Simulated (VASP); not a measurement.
# HfC (R-3m) in VASP: a series of runs

HfC is run at these levels: PBE; tasks: electric field gradients.

All numbers are computed with VASP 6.6.1; they aren't measurements. Logs are shortened: lines on timing, memory, paths and dates and some standing lists are left out, and cuts for length are marked.

**1. The cell of the first run**

Symmetry: R-3m, No. 166, trigonal system. Conventional cell: a = 3.337 Å, b = 3.337 Å, c = 7.812 Å, α = 90.00°, β = 90.00°, γ = 120.00°. Within 3.1 Å of Hf (site symmetry -3m) lie 6 C at 2.33 Å. Within 3.1 Å of C (site symmetry -3m) lie 6 Hf at 2.33 Å.

**2. Electric field gradients, PBE (equal xy, yz and zx shear strains of -3 %)**

File INCAR:

```
PREC = Accurate
ENCUT = 520
EDIFF = 1E-8
ISMEAR = -1
SIGMA = 0.05
LREAL = False
LASPH = True
NELM = 100
ALGO = Normal
ISIF = 2
LWAVE = False
LCHARG = False
GGA = PE
LEFG = True
NBANDS = 14
```

File KPOINTS:

```
Automatic mesh
0
Gamma
  15 15 15
```

File POSCAR:

```
HfC
1.0
   -0.0697500000      2.2901250000      2.2901250000
    2.2901250000     -0.0697500000      2.2901250000
    2.2901250000      2.2901250000     -0.0697500000
Hf C
1 1
Direct
    0.5000000000      0.5000000000      0.5000000000
    0.0000000000      0.0000000000      0.0000000000
```

Potentials or basis: VASP PAW PBE potentials, release 64 (Hf_pv, C).

The run is started by

```
$ cat potpaw_PBE.64/Hf_pv/POTCAR potpaw_PBE.64/C/POTCAR > POTCAR
$ mpirun -np 1 vasp_std > vasp.out
```

OUTCAR:

```text
PREC = Accurate
   ENCUT = 520
   EDIFF = 1E-8
   ISMEAR = -1
   LREAL = False
   LASPH = True
   NELM = 100
   ISIF = 2
   GGA = PE

 ion  position               nearest neighbor table
   1  0.500  0.500  0.500-   2 2.33   2 2.33   2 2.33   2 2.33   2 2.33   2 2.33
   2  0.000  0.000  0.000-   1 2.33   1 2.33   1 2.33   1 2.33   1 2.33   1 2.33

  LATTYP: Found a trigonal (rhomboedric) cell.
 ALAT       =     3.2394768241
 COS(alpha) =     0.4693254694

  Lattice vectors:

 A1 = (  -0.0697500000,   2.2901250000,   2.2901250000)
 A2 = (   2.2901250000,  -0.0697500000,   2.2901250000)
 A3 = (   2.2901250000,   2.2901250000,  -0.0697500000)

Analysis of symmetry for initial positions (statically):
=====================================================================
 Subroutine PRICEL returns:
 Original cell was already a primitive cell.

 Routine SETGRP: Setting up the symmetry group for a
 trigonal (rhombohedral) supercell.

 Subroutine GETGRP returns: Found 12 space group operations
 (whereof 12 operations were pure point group operations)
 out of a pool of 12 trial point group operations.

The static configuration has the point symmetry D_3d.

Analysis of symmetry for dynamics (positions and initial velocities):
=====================================================================
 Subroutine PRICEL returns:
 Original cell was already a primitive cell.

 Routine SETGRP: Setting up the symmetry group for a
 trigonal (rhombohedral) supercell.

 Subroutine GETGRP returns: Found 12 space group operations
 (whereof 12 operations were pure point group operations)
 out of a pool of 12 trial point group operations.

The dynamic configuration has the point symmetry D_3d.

 Subroutine INISYM returns: Found 12 space group operations
 (whereof 12 operations are pure point group operations),
 and found     1 'primitive' translations

----------------------------------------------------------------------------------------

                                     Primitive cell

  volume of cell :      25.1190

  direct lattice vectors                    reciprocal lattice vectors
    -0.069750000  2.290125000  2.290125000    -0.208599202  0.215152056  0.215152056
[... 134 lines left out ...]

 val. band max:        5.9467362914   @ k =   0.3333   0.3333   0.0667
 cond. band min:       5.9657844938   @ k =  -0.0667   0.0667   0.0000
 fundamental gap:      0.0190482024
 Fermi energy:         5.9602773088

 k-point     1 :       0.0000    0.0000    0.0000
  band No.  band energies     occupation
      1     -23.6212      2.00000
      2     -23.6212      2.00000
      3     -23.5901      2.00000
      4      -6.3544      2.00000
      5       6.8681      0.00000
      6       6.8681      0.00000
      7       7.1155      0.00000
      8       7.1155      0.00000
      9       7.1561      0.00000
     10       7.7637      0.00000
     11       9.3828      0.00000
     12       9.3828      0.00000
     13      12.8430      0.00000
     14      16.9914      0.00000
[... 377 lines left out ...]
      1     -23.8067      2.00000
      2     -23.6709      2.00000
      3     -23.6549      2.00000
      4      -5.4560      2.00000
      5       3.4807      2.00000
      6       5.1433      2.00000
      7       5.6903      1.99100
      8       6.7021      0.00000
      9       9.4925      0.00000
     10       9.6418      0.00000
     11      10.5482      0.00000
     12      12.2082      0.00000
     13      15.4574      0.00000
     14      19.4402      0.00000

 [... further k-points ...]

------------------------ aborting loop because EDIFF is reached ----------------------------------------

  FORCE on cell =-STRESS in cart. coord.  units (eV):
  Direction    XX          YY          ZZ          XY          YZ          ZX
  --------------------------------------------------------------------------------------
  -------------------------------------------------------------------------------------
  Total       -0.0452439     -0.0452439     -0.0452439      0.7575943      0.7575943      0.7575943
  in kB       -2.8858131     -2.8858131     -2.8858131     48.3219655     48.3219655     48.3219655
  external PRESSURE =      -2.8858131 kB  Pullay stress =       0.0000000 kB

 VOLUME and BASIS-vectors are now :
 -----------------------------------------------------------------------------
  energy-cutoff  :      520.00
  volume of cell :       25.12
      direct lattice vectors                 reciprocal lattice vectors
    -0.069750000  2.290125000  2.290125000    -0.208599202  0.215152056  0.215152056
     2.290125000 -0.069750000  2.290125000     0.215152056 -0.208599202  0.215152056
     2.290125000  2.290125000 -0.069750000     0.215152056  0.215152056 -0.208599202

 POSITION                                       TOTAL-FORCE (eV/Angst)
 -----------------------------------------------------------------------------------
      2.25525      2.25525      2.25525        -0.000000     -0.000000      0.000000
      0.00000      0.00000      0.00000         0.000000      0.000000     -0.000000
 -----------------------------------------------------------------------------------
    total drift:                                0.000000     -0.000000      0.000000

  FREE ENERGIE OF THE ION-ELECTRON SYSTEM (eV)
  ---------------------------------------------------
  free  energy   TOTEN  =       -21.0115805021 eV

  energy  without entropy=      -21.0095097282  energy(sigma->0) =      -21.01054512

 Electric field gradients (V/A^2)
---------------------------------------------------------------------
 ion       V_xx      V_yy      V_zz      V_xy      V_xz      V_yz
---------------------------------------------------------------------
   1       0.000    -0.000     0.000     3.811     3.811     3.811
   2      -0.000     0.000     0.000     0.531     0.531     0.531
---------------------------------------------------------------------

 Electric field gradients after diagonalization (V/A^2)
 (convention: |V_zz| > |V_xx| > |V_yy|)
----------------------------------------------------------------------
 ion       V_xx      V_yy      V_zz     asymmetry (V_yy - V_xx)/ V_zz
----------------------------------------------------------------------
   1      -3.811    -3.811     7.622       0.000
   2      -0.531    -0.531     1.063       0.000
----------------------------------------------------------------------

           NMR quadrupolar parameters

 Cq : quadrupolar parameter    Cq=e*Q*V_zz/h
 eta: asymmetry parameters     (V_yy - V_xx)/ V_zz
 Q  : nuclear electric quadrupole moment in mb (millibarn)
----------------------------------------------------------------------
 ion       Cq(MHz)       eta       Q (mb)
----------------------------------------------------------------------
   1       0.018       0.000       1.000
   2       0.003       0.000       1.000
----------------------------------------------------------------------
```

stdout:

```text
POSCAR found type information on POSCAR HfC
 POSCAR found :  2 types and       2 ions
 scaLAPACK will be used
 LDA part: xc-table for (Slater+PW92), standard interpolation
 POSCAR, INCAR and KPOINTS ok, starting setup
 FFT: planning ... GRIDC
 FFT: planning ... GRID_SOFT
 FFT: planning ... GRID
 WAVECAR not read
 entering main loop
ion   1

ion   2
```

It took 80 s on 1 thread of Intel Xeon 8259CL, shared host; peak memory 0.24 GiB.

Results:

| Quantity | Value |
| --- | --- |
| Free energy | -21.0116 eV |
| Pressure | -0.3 GPa |
| Band gap on the k mesh | zero (bands 7 and 8 overlap by 1.39 eV) |
| Largest electric field gradient by atom | Hf +7.6; C +1.1 V/Å² |

Electric field gradients, principal values (V/Å²):
```tsv
atom	least	middle	greatest (by size)
1 Hf	-3.811	-3.811	7.622
2 C	-0.531	-0.531	1.063
```

Caveat: the cell differs from its parent crystal (equal xy, yz and zx shear strains of -3 %); without QUAD_EFG the Cq values of the log hold for a quadrupole moment of 1 mb, not for the nuclei; spin-orbit coupling is left out, which moves the levels of the heavy elements.

**3. Electric field gradients, PBE (equal xy, yz and zx shear strains of -3 %)**

File INCAR:

```
SYSTEM = HfC
PREC = Accurate
ENCUT = 520
EDIFF = 1E-8
ISMEAR = -1
SIGMA = 0.05
LREAL = .False.
LASPH = .True.
NELM = 80
ALGO = Normal
ISIF = 2
LWAVE = .False.
LCHARG = .False.
GGA = PE
LEFG = .True.
NBANDS = 14
```

File KPOINTS:

```
regular mesh
0
Gamma
  15 15 15
  0 0 0
```

POSCAR is that of step 2.

Potentials or basis: VASP PAW PBE potentials, release 64 (Hf_pv, C).

The run is started by

```
$ cat potpaw_PBE.64/Hf_pv/POTCAR potpaw_PBE.64/C/POTCAR > POTCAR
$ mpirun -np 1 vasp_std > vasp.out
```

OUTCAR:

```text
SYSTEM = HfC
   PREC = Accurate
   ENCUT = 520
   EDIFF = 1E-8
   ISMEAR = -1
   LREAL = .False.
   LASPH = .True.
   NELM = 80
   ISIF = 2
   GGA = PE

 ion  position               nearest neighbor table
   1  0.500  0.500  0.500-   2 2.33   2 2.33   2 2.33   2 2.33   2 2.33   2 2.33
   2  0.000  0.000  0.000-   1 2.33   1 2.33   1 2.33   1 2.33   1 2.33   1 2.33

  LATTYP: Found a trigonal (rhomboedric) cell.
 ALAT       =     3.2394768241
 COS(alpha) =     0.4693254694

  Lattice vectors:

 A1 = (  -0.0697500000,   2.2901250000,   2.2901250000)
 A2 = (   2.2901250000,  -0.0697500000,   2.2901250000)
 A3 = (   2.2901250000,   2.2901250000,  -0.0697500000)

Analysis of symmetry for initial positions (statically):
=====================================================================
 Subroutine PRICEL returns:
 Original cell was already a primitive cell.

 Routine SETGRP: Setting up the symmetry group for a
[... 598 lines left out ...]
      direct lattice vectors                 reciprocal lattice vectors
    -0.069750000  2.290125000  2.290125000    -0.208599202  0.215152056  0.215152056
     2.290125000 -0.069750000  2.290125000     0.215152056 -0.208599202  0.215152056
     2.290125000  2.290125000 -0.069750000     0.215152056  0.215152056 -0.208599202

 POSITION                                       TOTAL-FORCE (eV/Angst)
 -----------------------------------------------------------------------------------
      2.25525      2.25525      2.25525        -0.000000     -0.000000      0.000000
      0.00000      0.00000      0.00000         0.000000      0.000000     -0.000000
 -----------------------------------------------------------------------------------
    total drift:                                0.000000     -0.000000      0.000000

  FREE ENERGIE OF THE ION-ELECTRON SYSTEM (eV)
  ---------------------------------------------------
  free  energy   TOTEN  =       -21.0115805021 eV

  energy  without entropy=      -21.0095097282  energy(sigma->0) =      -21.01054512

 Electric field gradients (V/A^2)
---------------------------------------------------------------------
 ion       V_xx      V_yy      V_zz      V_xy      V_xz      V_yz
---------------------------------------------------------------------
   1       0.000    -0.000     0.000     3.811     3.811     3.811
   2      -0.000     0.000     0.000     0.531     0.531     0.531
---------------------------------------------------------------------

 Electric field gradients after diagonalization (V/A^2)
 (convention: |V_zz| > |V_xx| > |V_yy|)
----------------------------------------------------------------------
 ion       V_xx      V_yy      V_zz     asymmetry (V_yy - V_xx)/ V_zz
----------------------------------------------------------------------
   1      -3.811    -3.811     7.622       0.000
   2      -0.531    -0.531     1.063       0.000
----------------------------------------------------------------------

           NMR quadrupolar parameters

 Cq : quadrupolar parameter    Cq=e*Q*V_zz/h
 eta: asymmetry parameters     (V_yy - V_xx)/ V_zz
 Q  : nuclear electric quadrupole moment in mb (millibarn)
----------------------------------------------------------------------
 ion       Cq(MHz)       eta       Q (mb)
----------------------------------------------------------------------
   1       0.018       0.000       1.000
   2       0.003       0.000       1.000
----------------------------------------------------------------------
```

stdout:

```text
POSCAR found type information on POSCAR HfC
 POSCAR found :  2 types and       2 ions
 scaLAPACK will be used
 LDA part: xc-table for (Slater+PW92), standard interpolation
 POSCAR, INCAR and KPOINTS ok, starting setup
 FFT: planning ... GRIDC
 FFT: planning ... GRID_SOFT
 FFT: planning ... GRID
 WAVECAR not read
 entering main loop
ion   1

ion   2
```

It took 83 s on 1 thread of Intel Xeon 8259CL, shared host; peak memory 0.24 GiB.

What came out:

- Free energy: -21.0116 eV
- Pressure: -0.3 GPa
- Band gap on the k mesh: zero (bands 7 and 8 overlap by 1.39 eV)
- Largest electric field gradient by atom: Hf +7.6; C +1.1 V/Å²

Electric field gradients, principal values (V/Å²):
```
atom   least  middle  greatest (by size)
1 Hf  -3.811  -3.811               7.622
 2 C  -0.531  -0.531               1.063
```

Caveat: the cell differs from its parent crystal (equal xy, yz and zx shear strains of -3 %); without QUAD_EFG the Cq values of the log hold for a quadrupole moment of 1 mb, not for the nuclei; spin-orbit coupling is left out, which moves the levels of the heavy elements.

[end of part 1 of 2]
